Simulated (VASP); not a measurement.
# Pb31S32 (a cell with a defect) in VASP: single point with PBEsol

Aim: the single point of Pb31S32 (a cell with a defect) with PBEsol.

All numbers are computed with VASP 6.6.1; they aren't measurements. Logs are shortened: lines on timing, memory, paths and dates and some standing lists are left out, and cuts for length are marked.

**1. The cell of the first run**

The cell holds a defect, 63 atoms: a = 11.800 Å, b = 11.800 Å, c = 11.800 Å, α = 90.00°, β = 90.00°, γ = 90.00°.

**2. Single point, PBEsol**

The input, INCAR:

```
SYSTEM = Pb31S32
ALGO = Normal
EDIFF = 1E-6
ENCUT = 400
GGA = PS
GGA_COMPAT = .FALSE.
ISIF = 2
ISMEAR = -1
ISYM = -1
LASPH = .TRUE.
LCHARG = .FALSE.
LREAL = Auto
LWAVE = .FALSE.
NBANDS = 350
NELECT = 628.0
NELM = 120
PREC = Accurate
SIGMA = 0.05
```

The input, KPOINTS:

```
explicit points
1
Reciprocal
  0.25000000   0.25000000   0.25000000 1
```

The input, POSCAR:

```
Pb31S32
1.0
   11.8000000000      0.0000000000      0.0000000000
    0.0000000000     11.8000000000      0.0000000000
    0.0000000000      0.0000000000     11.8000000000
S Pb
32 31
Direct
    0.2496520000      0.0002410000      0.0003770000
    0.2492960000      0.0007190000      0.5004370000
    0.2491990000      0.5002650000      0.0009110000
    0.2476100000      0.5006690000      0.5010090000
    0.7502070000      0.9997200000      0.9999160000
    0.7506850000      0.9993670000      0.4999220000
    0.7505960000      0.4996820000      0.9991800000
    0.7522180000      0.4993450000      0.4993920000
    0.0002090000      0.2496770000      0.0004390000
    0.0006780000      0.2492090000      0.5004920000
    0.9995950000      0.7502340000      0.9999620000
    0.9992690000      0.7505970000      0.4999630000
    0.5002570000      0.2492700000      0.0006250000
    0.5006190000      0.2481500000      0.5008130000
    0.4995750000      0.7506580000      0.9993110000
    0.4993250000      0.7527150000      0.4995390000
    0.0001570000      0.0002240000      0.2498380000
    0.9996760000      0.9996650000      0.7504100000
    0.0006290000      0.5002650000      0.2497180000
    0.9989820000      0.4996340000      0.7511110000
    0.5001860000      0.0004620000      0.2495530000
    0.4996540000      0.9992180000      0.7509600000
    0.5006040000      0.5005630000      0.2465430000
    0.4990670000      0.4993150000      0.7511400000
    0.2503150000      0.2504600000      0.2506170000
    0.2496290000      0.2497070000      0.7510430000
    0.2496890000      0.7508650000      0.2498490000
    0.2490340000      0.7502460000      0.7503320000
    0.7507870000      0.2496520000      0.2497740000
    0.7501390000      0.2491070000      0.7502810000
    0.7501600000      0.7501740000      0.2493060000
    0.7495140000      0.7495480000      0.7497190000
    0.9999770000      0.9999970000      0.0001130000
    0.0000760000      0.9999230000      0.5000570000
    0.9998430000      0.5000080000      0.0001730000
    0.9999210000      0.4997920000      0.5002690000
    0.4999460000      0.9999670000      0.0003300000
    0.4999190000      0.0003280000      0.5003540000
    0.5000470000      0.4999870000      0.9992430000
    0.2521680000      0.2522350000      0.0010470000
    0.2566060000      0.2568190000      0.5009230000
    0.2514770000      0.7484850000      0.0001650000
    0.2555920000      0.7445440000      0.5000840000
    0.7484680000      0.2514860000      0.0000110000
    0.7444050000      0.2556290000      0.5000360000
    0.7477490000      0.7478330000      0.9995650000
    0.7435320000      0.7435680000      0.4994300000
    0.2523060000      0.0008820000      0.2524200000
    0.2515890000      0.9999190000      0.7487180000
    0.2565140000      0.5008770000      0.2566020000
    0.2552570000      0.5000250000      0.7446760000
    0.7485980000      0.9999630000      0.2518560000
    0.7479740000      0.9993120000      0.7480870000
    0.7444390000      0.4999510000      0.2554970000
    0.7432990000      0.4993500000      0.7432610000
    0.0008250000      0.2522090000      0.2523470000
    0.9999210000      0.2513240000      0.7487050000
    0.0000050000      0.7484420000      0.2518140000
    0.9992000000      0.7477530000      0.7480570000
    0.5008400000      0.2565600000      0.2565330000
    0.4998740000      0.2556390000      0.7445500000
    0.5000130000      0.7444730000      0.2556880000
    0.4992220000      0.7436750000      0.7435060000
```

Potentials or basis: VASP PAW PBE potentials, release 64 (S, Pb_d).

On the command line:

```
cat potpaw_PBE.64/S/POTCAR potpaw_PBE.64/Pb_d/POTCAR > POTCAR
mpirun -np 1 vasp_std > vasp.out
```

OUTCAR:

```text
SYSTEM = Pb31S32
   EDIFF = 1E-6
   ENCUT = 400
   GGA = PS
   ISIF = 2
   ISMEAR = -1
   ISYM = -1
   LASPH = .TRUE.
   LREAL = Auto
   NELECT = 628.0
   NELM = 120
   PREC = Accurate

 ion  position               nearest neighbor table
   1  0.250  0.000  0.000-  33 2.95  37 2.95  49 2.97  42 2.97  40 2.97  48 2.97
   2  0.249  0.001  0.500-  48 2.93  49 2.93  34 2.94  38 2.96  41 3.02  43 3.02
   3  0.249  0.500  0.001-  40 2.93  42 2.93  35 2.94  39 2.96  50 3.02  51 3.02
   4  0.248  0.501  0.501-  51 2.88  43 2.88  41 2.88  50 2.89  36 2.92
   5  0.750  1.000  1.000-  33 2.95  37 2.95  44 2.97  53 2.97  46 2.97  52 2.97
   6  0.751  0.999  0.500-  52 2.93  53 2.93  34 2.94  38 2.96  47 3.02  45 3.02
   7  0.751  0.500  0.999-  46 2.93  44 2.93  35 2.94  39 2.96  55 3.02  54 3.03
   8  0.752  0.499  0.499-  45 2.88  54 2.88  55 2.88  47 2.88  36 2.92
   9  0.000  0.250  0.000-  33 2.95  35 2.95  57 2.97  44 2.97  56 2.97  40 2.97
  10  0.001  0.249  0.500-  56 2.93  57 2.93  34 2.94  36 2.96  41 3.02  45 3.02
  11  1.000  0.750  1.000-  33 2.95  35 2.95  46 2.97  58 2.97  42 2.97  59 2.97
  12  0.999  0.751  0.500-  59 2.93  58 2.93  34 2.94  36 2.96  47 3.02  43 3.03
  13  0.500  0.249  0.001-  40 2.93  44 2.93  37 2.94  39 2.96  60 3.02  61 3.02
  14  0.501  0.248  0.501-  61 2.88  45 2.88  41 2.88  60 2.88  38 2.92
  15  0.500  0.751  0.999-  42 2.93  46 2.93  37 2.94  39 2.96  63 3.02  62 3.03
  16  0.499  0.753  0.500-  43 2.88  62 2.88  63 2.88  47 2.88  38 2.92
  17  0.000  0.000  0.250-  33 2.95  34 2.95  52 2.97  58 2.97  56 2.97  48 2.98
  18  1.000  1.000  0.750-  33 2.95  34 2.95  57 2.97  53 2.97  49 2.97  59 2.97
  19  0.001  0.500  0.250-  56 2.93  58 2.93  35 2.94  36 2.96  50 3.02  54 3.02
  20  0.999  0.500  0.751-  59 2.93  57 2.93  35 2.94  36 2.96  55 3.02  51 3.03
  21  0.500  0.000  0.250-  48 2.93  52 2.93  37 2.94  38 2.96  62 3.02  60 3.02
  22  0.500  0.999  0.751-  49 2.93  53 2.93  37 2.94  38 2.96  63 3.02  61 3.03
[... 39 lines left out ...]
  53  0.748  0.999  0.748-   6 2.93  22 2.93  32 2.95  30 2.95  18 2.97   5 2.97  38 4.14
  54  0.744  0.500  0.255-  23 2.88   8 2.88  31 2.95  29 2.96  19 3.02   7 3.03  60 4.06  47 4.07
                            45 4.08  62 4.08
  55  0.743  0.499  0.743-   8 2.88  24 2.88  32 2.95  30 2.96  20 3.02   7 3.02  45 4.06  61 4.06
                            47 4.07  63 4.08
  56  0.001  0.252  0.252-  19 2.93  10 2.93  25 2.94  29 2.95   9 2.97  17 2.97  36 4.13
  57  1.000  0.251  0.749-  10 2.93  20 2.93  26 2.95  30 2.95  18 2.97   9 2.97
  58  0.000  0.748  0.252-  12 2.93  19 2.93  27 2.95  31 2.95  17 2.97  11 2.97
  59  0.999  0.748  0.748-  12 2.93  20 2.93  32 2.95  28 2.95  11 2.97  18 2.97  36 4.14
  60  0.501  0.257  0.257-  23 2.88  14 2.88  29 2.95  25 2.96  13 3.02  21 3.02  54 4.06  45 4.06
                            41 4.08  50 4.08
  61  0.500  0.256  0.745-  24 2.88  14 2.88  26 2.95  30 2.95  13 3.02  22 3.03  41 4.06  55 4.06
                            51 4.08  45 4.08
  62  0.500  0.744  0.256-  16 2.88  23 2.88  31 2.95  27 2.96  21 3.02  15 3.03  50 4.06  47 4.07
                            43 4.08  54 4.08
  63  0.499  0.744  0.744-  16 2.88  24 2.88  28 2.95  32 2.96  22 3.02  15 3.02  43 4.06  51 4.07
                            47 4.08  55 4.08

IMPORTANT INFORMATION: All symmetrisations will be switched off!
NOSYMM: (Re-)initialisation of all symmetry stuff for point group C_1.

----------------------------------------------------------------------------------------

                                     Primitive cell

  volume of cell :    1643.0320

  direct lattice vectors                    reciprocal lattice vectors
    11.800000000  0.000000000  0.000000000     0.084745763  0.000000000  0.000000000
     0.000000000 11.800000000  0.000000000     0.000000000  0.084745763  0.000000000
     0.000000000  0.000000000 11.800000000     0.000000000  0.000000000  0.084745763

  length of vectors
    11.800000000 11.800000000 11.800000000     0.084745763  0.084745763  0.084745763

  position of ions in fractional coordinates (direct lattice)
     0.249652000  0.000241000  0.000377000
     0.249296000  0.000719000  0.500437000
     0.249199000  0.500265000  0.000911000
     0.247610000  0.500669000  0.501009000
     0.750207000  0.999720000  0.999916000
     0.750685000  0.999367000  0.499922000
[... 55 lines left out ...]
     0.500013000  0.744473000  0.255688000
     0.499222000  0.743675000  0.743506000

  ion indices of the primitive-cell ions
   primitive index   ion index
                 1           1
                 2           2
                 3           3
                 4           4
                 5           5
                 6           6
[... 55 lines left out ...]
                62          62
                63          63

----------------------------------------------------------------------------------------

 KPOINTS: explicit points

Read explicit list of k-points.

 Found      1 k-points:

 Following reciprocal coordinates:
            Coordinates               Weight
  0.250000  0.250000  0.250000      1.000000
   k-points           NKPTS =      1   k-points in BZ     NKDIM =      1   number of bands    NBANDS=    350
   number of dos      NEDOS =    301   number of ions     NIONS =     63
   total plane-waves  NPLWV = 512000
   dimension x,y,z NGX =    80 NGY =   80 NGZ =   80
   dimension x,y,z NGXF=   160 NGYF=  160 NGZF=  160
   ions per type =              32  31
   NGX,Y,Z   is equivalent  to a cutoff of  11.27, 11.27, 11.27 a.u.
   NGXF,Y,Z  is equivalent  to a cutoff of  22.54, 22.54, 22.54 a.u.
 SYSTEM =  Pb31S32
   PREC   = accura    normal or accurate (medium, high low for compatibility)
   ISTART =      0    job   : 0-new  1-cont  2-samecut
   ICHARG =      2    charge: 1-file 2-atom 10-const
   ISPIN  =      1    spin polarized calculation?
   LNONCOLLINEAR =      F non collinear calculations
   LSORBIT =      F    spin-orbit coupling
   LASPH  =      T    aspherical Exc in radial PAW
   ENCUT  =  400.0 eV  29.40 Ry    5.42 a.u.  19.24 19.24 19.24*2*pi/ulx,y,z
   NELM   =    120;   NELMIN=  2; NELMDL= -5     # of ELM steps
   EDIFF  = 0.1E-05   stopping-criterion for ELM
   LREAL  =      T    real-space projection
   EDIFFG = 0.1E-04   stopping-criterion for IOM
   NSW    =      0    number of steps for IOM
   IBRION =     -1    ionic relax: 0-MD 1-quasi-New 2-CG
   NFREE  =      0    steps in history (QN), initial steepest desc. (CG)
   ISIF   =      2    stress and relaxation
   ISYM   =     -1    0-nonsym 1-usesym 2-fastsym
   POTIM  = 0.5000    time-step for ionic-motion
   TEBEG  =    0.0;   TEEND  =   0.0 temperature during run
   PSTRESS=    0.0 pullay stress
   NELECT =     628.0000    total number of electrons
   NUPDOWN=      -1.0000    fix difference up-down
   EMIN   =  10.00;   EMAX   =-10.00  energy-range for DOS
   EFERMI =   0.00;   METHOD = LEGACY
   ISMEAR =    -1;   SIGMA  =   0.05  broadening in eV -4-tet -1-fermi 0-gaus
   EFERMI_NEDOS =   21; number of points for ismear=-14 and -15
   IALGO  =     38    algorithm
   IMIX   =      4    mixing-type and parameters
     AMIX     =   0.40;   BMIX     =  1.00
     AMIX_MAG =   1.60;   BMIX_MAG =  1.00
  volume/ion in A,a.u.               =      26.08       176.00
  Fermi-wavevector in a.u.,A,eV,Ry     =   1.188081  2.245147 19.205118  1.411536
  Thomas-Fermi vector in A             =   2.324218
   LORBIT       =      0    0 simple, 1 ext, 2 COOP (PROOUT), +10 PAW based schemes
   GGA     = PS    functional components
   LHFCALC =     F    Hartree Fock is set to
   AEXX    =    0.0000 exact exchange contribution
   IVDW    =     0    specifies the selected vdW correction
   LEPSILON=     F    determine dielectric tensor
   LRPA    =     F    only Hartree local field effects (RPA)
 non-spin polarized calculation
  energy-cutoff  :      400.00
  volume of cell :     1643.03
 maximum number of plane-waves:     29824
 NGX is ok and might be reduce to    80
   NGX = 39   NGY = 39   NGZ = 39

 number of electron     627.9999790 magnetization

 Free energy of the ion-electron system (eV)
  ---------------------------------------------------
  ext. energy  EPLUGINS =         0.00000000
  ---------------------------------------------------
  free energy    TOTEN  =      -286.42322564 eV

  energy without entropy =     -286.42322453  energy(sigma->0) =     -286.42322508

 E-fermi :   5.9277     XC(G=0):  -9.8730

 val. band max:        5.1303364661   @ k =   0.2500   0.2500   0.2500
 cond. band min:       6.6789190753   @ k =   0.2500   0.2500   0.2500
 fundamental gap:      1.5485826092
 Fermi energy:         5.9276642659

 k-point     1 :       0.2500    0.2500    0.2500
  band No.  band energies     occupation
      1     -11.3031      2.00000
      2     -11.2883      2.00000
      3     -11.2882      2.00000
      4     -11.2710      2.00000
      5     -11.2693      2.00000
      6     -11.2693      2.00000
[... 318 lines left out ...]
    325       7.4202      0.00000
    326       7.4814      0.00000
 [bands above 326 left out]

------------------------ aborting loop because EDIFF is reached ----------------------------------------

  FORCE on cell =-STRESS in cart. coord.  units (eV):
  Direction    XX          YY          ZZ          XY          YZ          ZX
  --------------------------------------------------------------------------------------
  -------------------------------------------------------------------------------------
  Total       17.0415706     17.0408684     17.0498773     -0.3872231     -0.3871370     -0.3941704
  in kB       16.6178249     16.6171401     16.6259251     -0.3775946     -0.3775107     -0.3843692
  external PRESSURE =      16.6202967 kB  Pullay stress =       0.0000000 kB

 VOLUME and BASIS-vectors are now :
 -----------------------------------------------------------------------------
  energy-cutoff  :      400.00
  volume of cell :     1643.03
      direct lattice vectors                 reciprocal lattice vectors
    11.800000000  0.000000000  0.000000000     0.084745763  0.000000000  0.000000000
     0.000000000 11.800000000  0.000000000     0.000000000  0.084745763  0.000000000
     0.000000000  0.000000000 11.800000000     0.000000000  0.000000000  0.084745763

 POSITION                                       TOTAL-FORCE (eV/Angst)
 -----------------------------------------------------------------------------------
      2.94589      0.00284      0.00445         0.000683     -0.000016      0.002284
      2.94169      0.00848      5.90516         0.000595      0.002547     -0.000435
      2.94055      5.90313      0.01075         0.000214      0.000804      0.003572
      2.92180      5.90789      5.91191         0.000966      0.004523     -0.007733
      8.85244     11.79670     11.79901        -0.000821     -0.000978      0.000542
      8.85808     11.79253      5.89908        -0.001168     -0.004954     -0.002522
[... 55 lines left out ...]
      5.90015      8.78478      3.01712        -0.000595      0.004632     -0.005836
      5.89082      8.77537      8.77337        -0.002699     -0.003581      0.001597
 -----------------------------------------------------------------------------------
    total drift:                               -0.000929     -0.001142      0.001527

  FREE ENERGIE OF THE ION-ELECTRON SYSTEM (eV)
  ---------------------------------------------------
  free  energy   TOTEN  =      -286.4232256367 eV

  energy  without entropy=     -286.4232245327  energy(sigma->0) =     -286.42322508
```

Wall time 17 min (1 thread of Intel Xeon 8259CL, shared host); peak memory 1.1 GiB.

What came out:

```yaml
Free_energy: -286.4232 eV
Largest_force: 0.020 eV/Å
```

Forces on the atoms (eV/Å):
```
S    0.001  0.000  0.002
S    0.001  0.003  0.000
S    0.000  0.001  0.004
S    0.001  0.005 -0.008
S   -0.001 -0.001  0.001
S   -0.001 -0.005 -0.003
S   -0.001  0.000  0.001
S   -0.002  0.000 -0.010
S    0.000  0.001  0.001
S    0.002  0.001 -0.001
S    0.000 -0.001  0.000
S   -0.003  0.000 -0.003
S    0.000  0.000  0.008
S    0.002 -0.005 -0.007
S    0.001 -0.001  0.001
S   -0.003 -0.007 -0.010
S    0.001  0.000  0.002
S    0.000 -0.001 -0.001
S    0.003  0.000 -0.004
S    0.000 -0.001 -0.006
S    0.002  0.008  0.000
S    0.000 -0.001 -0.003
S    0.003  0.003  0.020
S    0.000  0.001  0.017
S    0.003  0.000  0.000
S   -0.001 -0.001  0.003
S   -0.001  0.003  0.000
S   -0.002  0.000  0.002
S    0.003  0.001  0.000
S    0.001 -0.002  0.001
S    0.002  0.000 -0.003
S   -0.001  0.000  0.000
Pb   0.000 -0.001  0.003
Pb  -0.001  0.001  0.003
Pb   0.002 -0.001  0.001
Pb   0.001  0.004  0.000
Pb   0.001  0.001 -0.004
Pb   0.003 -0.001 -0.002
Pb  -0.004  0.001  0.001
Pb   0.000  0.000 -0.001
Pb  -0.003 -0.005  0.006
Pb   0.000  0.000 -0.001
Pb  -0.005  0.004  0.004
Pb  -0.001  0.001  0.000
Pb   0.005 -0.006  0.003
Pb   0.000  0.000 -0.010
Pb  -0.001  0.001 -0.001
Pb  -0.003  0.002  0.000
Pb   0.000  0.004 -0.001
Pb   0.001  0.000  0.000
Pb   0.002 -0.001  0.002
Pb  -0.002  0.002 -0.003
Pb  -0.005 -0.005 -0.002
Pb   0.004  0.001 -0.004
Pb  -0.001 -0.005  0.006
Pb   0.002 -0.001  0.002
Pb   0.001  0.005 -0.002
Pb   0.001  0.001 -0.002
Pb  -0.005 -0.001  0.000
Pb   0.000  0.001  0.000
Pb   0.001 -0.003  0.003
Pb  -0.001  0.005 -0.006
Pb  -0.003 -0.004  0.002
```

Levels at points of the mesh, in eV from the Fermi level:
```
           k point  band 310  band 311  band 312  band 313  band 314  band 315  band 316  band 317  band 318  band 319
(0.25, 0.25, 0.25)     -1.14     -0.95     -0.80     -0.80     -0.80      0.75      0.89      0.95      0.95      1.07
```

Caveat: the cell carries a net charge on a neutralising background, which shifts energy and pressure; the cell is charged against a uniform background, so pressure and absolute levels hang on convention; the PAW data sets were made with another functional, which shifts forces and pressure a little; spin-orbit coupling is left out, which moves the levels of the heavy elements.
